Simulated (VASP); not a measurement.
# Si32O (a cell with a defect) in VASP: single point with LDA

Aim: the single point of Si32O (a cell with a defect) with LDA.

All numbers are computed with VASP 6.6.1; they aren't measurements. Logs are shortened: lines on timing, memory, paths and dates and some standing lists are left out, and cuts for length are marked.

### 1 The cell of the first run

The cell holds a defect, 33 atoms: a = 9.356 Å, b = 9.356 Å, c = 9.356 Å, α = 109.47°, β = 109.47°, γ = 109.47°.

### 2 Single point, LDA

The input, INCAR:

```
PREC     = Accurate       # precision mode
ENCUT    = 520            # plane-wave cutoff, eV
EDIFF    = 1E-6           # SCF threshold, eV
ISMEAR   = 0              # smearing method
SIGMA    = 0.02           # smearing width, eV
LREAL    = Auto         
LASPH    = True           # aspherical terms in the spheres
NELM     = 100            # most SCF steps
ALGO     = Normal         # electronic algorithm
ISIF     = 2              # what is computed and relaxed
LWAVE    = False          # write WAVECAR
LCHARG   = False          # write CHGCAR
GGA      = CA             # functional
NBANDS   = 89             # bands
```

The input, KPOINTS:

```
Automatic mesh
0
Gamma
  2 2 2
  0.5 0.5 0.5
```

The input, POSCAR:

```
Si32O
1.0
   -5.4019422754     -5.4019422754      5.4019422754
    5.4019422754     -5.4019422754     -5.4019422754
    5.4019422754      5.4019422754      5.4019422754
Si O
32 1
Direct
    0.2612760241      0.7588029992      0.7571759918
    0.0086667901      0.7590295844      0.0057276621
    0.5109771373      0.5112125156      0.7577792008
    0.2527775993      0.5014271464     -0.0050736381
    0.0107991713      0.5097633147      0.2569635937
    0.7592410824      0.7504124986      0.2644451620
    0.4988557564      0.7479500509      0.4796889467
    0.0165049894      0.0093620030      0.7499126783
    0.7598671535      0.2622905666      0.7539867685
    0.5098383803      0.2580792109      0.0055425435
    0.2611309837      0.2588598561      0.2570024686
    0.0089558528      0.2574045462      0.5046095202
    0.7592857885      0.5064573741      0.5069292414
    0.7552049415      0.0013176742      0.0446401475
    0.5047822359      0.0076057829      0.2608670045
    0.2605239798      0.0079240017      0.5049182981
    0.2622805702      0.7596708352      0.5065173526
    0.0091391202      0.7581911822      0.7544558591
    0.5111817860      0.5111895609      0.5064058186
    0.2574059346      0.5058265825      0.7511516771
    0.0096751312      0.5091703798      0.0057293282
    0.7607904325      0.7491569317      0.0200384407
    0.5012032454      0.7495143957      0.2368045482
    0.0122732707      0.0076873276      0.5015999546
    0.7592973584      0.2581356721      0.5048279602
    0.5089271340      0.2586998211      0.7545984929
    0.2599266020      0.2582003711      0.0056324186
    0.0131906260      0.2618605361      0.2595302631
    0.7596539894      0.5024471499      0.2589297384
    0.7548345192      0.0008804241      0.7085911520
    0.5029436380      0.0097565833      0.0153457767
    0.2567328434      0.0077873842      0.2568139253
   -0.2788309136     -0.0502012029     -0.1517408847
```

Potentials or basis: VASP PAW LDA potentials, release 64 (Si, O).

Started as:

```console
cat potpaw_LDA.64/Si/POTCAR potpaw_LDA.64/O/POTCAR > POTCAR
mpirun -np 1 vasp_std > vasp.out
```

OUTCAR:

```text
PREC = Accurate
   ENCUT = 520
   EDIFF = 1E-6
   ISMEAR = 0
   LREAL = Auto
   LASPH = True
   NELM = 100
   ISIF = 2
   GGA = CA

 ion  position               nearest neighbor table
   1  0.261  0.759  0.757-  20 2.34  31 2.34  18 2.35  17 2.35
   2  0.009  0.759  0.006-  32 2.33  22 2.34  21 2.34  18 2.35
   3  0.511  0.511  0.758-  20 2.34  26 2.35  22 2.35  19 2.35
   4  0.253  0.501  0.995-  23 2.30  20 2.31  27 2.33  21 2.33
   5  0.011  0.510  0.257-  29 2.33  28 2.34  17 2.34  21 2.35
   6  0.759  0.750  0.264-  22 2.29  29 2.30  24 2.34  23 2.34
   7  0.499  0.748  0.480-  23 2.28  30 2.31  17 2.34  19 2.35
   8  0.017  0.009  0.750-  24 2.31  30 2.32  27 2.33  18 2.34
   9  0.760  0.262  0.754-  25 2.32  30 2.32  21 2.33  26 2.34
  10  0.510  0.258  0.006-  29 2.33  31 2.34  27 2.34  26 2.35
  11  0.261  0.259  0.257-  32 2.34  28 2.34  19 2.34  27 2.35
  12  0.009  0.257  0.505-  20 2.32  28 2.32  24 2.34  25 2.34
  13  0.759  0.506  0.507-  29 2.31  25 2.32  19 2.33  18 2.34
  14  0.755  0.001  0.045-  33 1.62  22 2.31  31 2.32  28 2.32  30 3.14
  15  0.505  0.008  0.261-  31 2.30  32 2.31  23 2.34  25 2.34
  16  0.261  0.008  0.505-  32 2.31  24 2.31  17 2.33  26 2.34
  17  0.262  0.760  0.507-  16 2.33   5 2.34   7 2.34   1 2.35
  18  0.009  0.758  0.754-  13 2.34   8 2.34   1 2.35   2 2.35
  19  0.511  0.511  0.506-  13 2.33  11 2.34   7 2.35   3 2.35
  20  0.257  0.506  0.751-   4 2.31  12 2.32   3 2.34   1 2.34
  21  0.010  0.509  0.006-   4 2.33   9 2.33   2 2.34   5 2.35
  22  0.761  0.749  0.020-   6 2.29  14 2.31   2 2.34   3 2.35
  23  0.501  0.750  0.237-   7 2.28   4 2.30  15 2.34   6 2.34
  24  0.012  0.008  0.502-   8 2.31  16 2.31   6 2.34  12 2.34
  25  0.759  0.258  0.505-   9 2.32  13 2.32  15 2.34  12 2.34
  26  0.509  0.259  0.755-  16 2.34   9 2.34   3 2.35  10 2.35
  27  0.260  0.258  0.006-   4 2.33   8 2.33  10 2.34  11 2.35
  28  0.013  0.262  0.260-  12 2.32  14 2.32   5 2.34  11 2.34
  29  0.760  0.502  0.259-   6 2.30  13 2.31  10 2.33   5 2.33
  30  0.755  0.001  0.709-  33 1.62   7 2.31   8 2.32   9 2.32  14 3.14
  31  0.503  0.010  0.015-  15 2.30  14 2.32  10 2.34   1 2.34
  32  0.257  0.008  0.257-  15 2.31  16 2.31   2 2.33  11 2.34
  33  0.721  0.950  0.848-  30 1.62  14 1.62

  LATTYP: Found a body centered cubic cell.
 ALAT       =    10.8038845508

  Lattice vectors:

 A1 = (  -5.4019422754,  -5.4019422754,   5.4019422754)
 A2 = (   5.4019422754,  -5.4019422754,  -5.4019422754)
 A3 = (   5.4019422754,   5.4019422754,   5.4019422754)

Analysis of symmetry for initial positions (statically):
=====================================================================
 Subroutine PRICEL returns:
 Original cell was already a primitive cell.

 Routine SETGRP: Setting up the symmetry group for a
 body centered cubic supercell.

[... 169 lines left out ...]
   PSTRESS=    0.0 pullay stress
   NELECT =     134.0000    total number of electrons
   NUPDOWN=      -1.0000    fix difference up-down
   EMIN   =  10.00;   EMAX   =-10.00  energy-range for DOS
   EFERMI =   0.00;   METHOD = LEGACY
   ISMEAR =     0;   SIGMA  =   0.02  broadening in eV -4-tet -1-fermi 0-gaus
   EFERMI_NEDOS =   21; number of points for ismear=-14 and -15
   IALGO  =     38    algorithm
   IMIX   =      4    mixing-type and parameters
     AMIX     =   0.40;   BMIX     =  1.00
     AMIX_MAG =   1.60;   BMIX_MAG =  1.00
  volume/ion in A,a.u.               =      19.11       128.94
  Fermi-wavevector in a.u.,A,eV,Ry     =   0.976952  1.846171 12.985875  0.954435
  Thomas-Fermi vector in A             =   2.107611
   LORBIT       =      0    0 simple, 1 ext, 2 COOP (PROOUT), +10 PAW based schemes
   GGA     = CA    functional components
   LHFCALC =     F    Hartree Fock is set to
   AEXX    =    0.0000 exact exchange contribution
   IVDW    =     0    specifies the selected vdW correction
   LEPSILON=     F    determine dielectric tensor
   LRPA    =     F    only Hartree local field effects (RPA)
 non-spin polarized calculation
 Gauss-broadening in eV      SIGMA  =   0.02
  energy-cutoff  :      520.00
  volume of cell :      630.54
 maximum number of plane-waves:     17028
 NGX is ok and might be reduce to    70
   NGX = 35   NGY = 35   NGZ = 35

 number of electron     134.0000005 magnetization

 Free energy of the ion-electron system (eV)
  ---------------------------------------------------
  ext. energy  EPLUGINS =         0.00000000
  ---------------------------------------------------
  free energy    TOTEN  =      -198.91620526 eV

  energy without entropy =     -198.91620526  energy(sigma->0) =     -198.91620526

 E-fermi :   5.5668     XC(G=0):  -9.7263

 val. band max:        5.4116434200   @ k =   0.2500   0.2500  -0.2500
 cond. band min:       6.5811228039   @ k =   0.2500   0.2500  -0.2500
 fundamental gap:      1.1694793839
 Fermi energy:         5.5668390329

 k-point     1 :       0.2500    0.2500    0.2500
  band No.  band energies     occupation
      1     -14.3554      2.00000
      2      -5.5120      2.00000
      3      -5.3035      2.00000
      4      -5.3031      2.00000
      5      -4.9633      2.00000
      6      -4.5374      2.00000
[... 317 lines left out ...]
     78       8.3057      0.00000
     79       8.3159      0.00000
 [bands above 79 left out]

------------------------ aborting loop because EDIFF is reached ----------------------------------------

  FORCE on cell =-STRESS in cart. coord.  units (eV):
  Direction    XX          YY          ZZ          XY          YZ          ZX
  --------------------------------------------------------------------------------------
  -------------------------------------------------------------------------------------
  Total        7.1264913      7.0805486      7.1972688      4.4016025      4.4196764      4.4141893
  in kB       18.1082522     17.9915127     18.2880961     11.1843718     11.2302972     11.2163546
  external PRESSURE =      18.1292870 kB  Pullay stress =       0.0000000 kB

 VOLUME and BASIS-vectors are now :
 -----------------------------------------------------------------------------
  energy-cutoff  :      520.00
  volume of cell :      630.54
      direct lattice vectors                 reciprocal lattice vectors
    -5.401942275 -5.401942275  5.401942275     0.000000000 -0.092559301  0.092559301
     5.401942275 -5.401942275 -5.401942275     0.092559301 -0.092559301  0.000000000
     5.401942275  5.401942275  5.401942275     0.092559301  0.000000000  0.092559301

 POSITION                                       TOTAL-FORCE (eV/Angst)
 -----------------------------------------------------------------------------------
      6.77783     -1.42019      1.40261         0.000657     -0.001218      0.000244
      4.08436     -4.11611     -4.02248         0.001614     -0.001440     -0.002462
      4.09475     -1.42833      4.09221        -0.001376     -0.001413     -0.001602
      6.71773      1.30036      4.03134         0.000496     -0.002085      0.000645
      4.08348     -1.42395     -1.30727        -0.003712      0.000722     -0.001215
      1.38083     -6.72654      1.47621         0.001639      0.001563      0.000119
[... 25 lines left out ...]
      0.04250     -0.04163      2.73208         0.002772     -0.000163      0.000808
      5.81729     -4.44423      3.34720        -0.037652      0.031475     -0.010031
 -----------------------------------------------------------------------------------
    total drift:                                0.000400      0.002953     -0.005487

  FREE ENERGIE OF THE ION-ELECTRON SYSTEM (eV)
  ---------------------------------------------------
  free  energy   TOTEN  =      -198.9162052586 eV

  energy  without entropy=     -198.9162052586  energy(sigma->0) =     -198.91620526
```

OSZICAR:

```text
N       E                     dE             d eps       ncg     rms          rms(c)
DAV:   1     0.383040054382E+03    0.38304E+03   -0.52649E+04   712   0.126E+03
DAV:   2    -0.161098784801E+03   -0.54414E+03   -0.51788E+03   869   0.192E+02
DAV:   3    -0.204207508821E+03   -0.43109E+02   -0.42522E+02   880   0.500E+01
DAV:   4    -0.205298415369E+03   -0.10909E+01   -0.10843E+01   864   0.960E+00
DAV:   5    -0.205327069134E+03   -0.28654E-01   -0.28615E-01   848   0.151E+00    0.232E+01
DAV:   6    -0.200019042415E+03    0.53080E+01   -0.98082E+00  1032   0.115E+01    0.141E+01
DAV:   7    -0.199113099705E+03    0.90594E+00   -0.66853E+00   784   0.634E+00    0.464E+00
DAV:   8    -0.198939051090E+03    0.17405E+00   -0.15995E+00  1176   0.514E+00    0.159E+00
DAV:   9    -0.198903177166E+03    0.35874E-01   -0.47395E-01   888   0.246E+00    0.680E-01
DAV:  10    -0.198922219426E+03   -0.19042E-01   -0.30223E-01   808   0.136E+00    0.731E-01
DAV:  11    -0.198915014841E+03    0.72046E-02   -0.27574E-02  1080   0.678E-01    0.271E-01
DAV:  12    -0.198916216152E+03   -0.12013E-02   -0.13883E-02   784   0.281E-01    0.954E-02
DAV:  13    -0.198916252200E+03   -0.36048E-04   -0.31080E-04   880   0.476E-02    0.733E-02
DAV:  14    -0.198916224457E+03    0.27743E-04   -0.30771E-05   912   0.215E-02    0.451E-02
DAV:  15    -0.198916203257E+03    0.21200E-04   -0.14734E-04   808   0.362E-02    0.989E-03
DAV:  16    -0.198916204361E+03   -0.11045E-05   -0.17196E-05   792   0.116E-02    0.539E-03
DAV:  17    -0.198916205259E+03   -0.89731E-06   -0.72932E-06   728   0.896E-03
   1 F= -.19891621E+03 E0= -.19891621E+03  d E =-.199389E-28
```

stdout:

```text
POSCAR found type information on POSCAR SiO
 POSCAR found :  2 types and      33 ions
 scaLAPACK will be used
 LDA part: xc-table for (Slater(with rela. corr.)+CA(PZ))
 , standard interpolation
 POSCAR, INCAR and KPOINTS ok, starting setup
 FFT: planning ... GRIDC
 FFT: planning ... GRID_SOFT
 FFT: planning ... GRID
 WAVECAR not read
 entering main loop
```

It took 3.6 min on 1 thread of Intel Xeon 6975P-C (Granite Rapids), shared host; peak memory 0.58 GiB.

What came out:

| Item | Value |
| --- | --- |
| Free energy | -198.9162 eV |
| Pressure | 1.8 GPa |
| Largest force | 0.099 eV/Å |
| Band gap on the k mesh | 1.17 eV |

Forces in eV/Å, atoms in the order of the input:
```
Si   0.001 -0.001  0.000
Si   0.002 -0.001 -0.002
Si  -0.001 -0.001 -0.002
Si   0.000 -0.002  0.001
Si  -0.004  0.001 -0.001
Si   0.002  0.002  0.000
Si   0.004 -0.001  0.005
Si   0.002 -0.001  0.001
Si   0.000 -0.001  0.002
Si  -0.001 -0.001  0.001
Si   0.001  0.000 -0.001
Si  -0.002 -0.001 -0.002
Si  -0.001 -0.001  0.000
Si   0.073  0.038  0.056
Si   0.004  0.002  0.000
Si  -0.003  0.003  0.000
Si  -0.002  0.002  0.002
Si   0.001  0.000 -0.001
Si   0.001 -0.002  0.001
Si   0.000  0.000 -0.001
Si  -0.001  0.000  0.000
Si  -0.002 -0.001 -0.001
Si   0.001 -0.001 -0.001
Si  -0.002  0.000  0.000
Si  -0.001 -0.001 -0.002
Si  -0.002  0.001  0.001
Si   0.000  0.001 -0.001
Si  -0.008  0.002 -0.006
Si  -0.002  0.000  0.000
Si  -0.029 -0.070 -0.040
Si   0.004  0.004 -0.001
Si   0.003  0.000  0.001
O   -0.038  0.031 -0.010
```

Stress tensor (GPa, compression positive):
```
1.81 1.12 1.12
1.12 1.80 1.12
1.12 1.12 1.83
```

Levels at points of the mesh, in eV from the valence-band top:
```csv
k point,band 64,band 65,band 66,band 67,band 68,band 69,band 70,band 71
"(0.25, 0.25, 0.25)",-0.23,-0.18,-0.09,-0.06,1.72,1.78,1.88,1.89
```
